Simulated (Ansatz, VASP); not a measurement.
**One calculation of Ge, two programs**

```
CELL_PARAMETERS angstrom
3.99759 0.00000 0.00000
-1.99879 3.46201 0.00000
0.00000 0.00000 6.59938
ATOMIC_POSITIONS crystal
Ge 0.33333 0.66667 0.93710
Ge 0.66667 0.33333 0.43710
Ge 0.33333 0.66667 0.56290
Ge 0.66667 0.33333 0.06290
```

Alike in both runs: functional r2SCAN; k mesh 6 × 6 × 3; occupations fermi-dirac, width 0.05 eV; non-collinear spin, spin-orbit coupling.

|  | VASP | Ansatz |
| --- | --- | --- |
| version | VASP 6.6.1 | Ansatz 0.2.0 |
| potentials or method | VASP PAW PBE potentials, release 64 (Ge_d) | Ansatz PAW |
| plane-wave cutoff (eV) | 520 | 500 |
| valence electrons in the cell | 56 | 56 |
| task | single point | band structure |

|  | VASP | Ansatz | Ansatz less VASP |
| --- | --- | --- | --- |
| pressure (GPa) | 0.0 | -0.1 | -0.11 |
| traceless stress, the component that is largest in VASP (GPa) | -0.21 | -0.21 | -0.001 |
| rms of the force components (eV/Å) | 0.008 | 0.004 | -0.0038 |

VASP's potentials were made for PBE, not for r2SCAN. Atom by atom the forces differ by 0.004 eV/Å (rms over components).
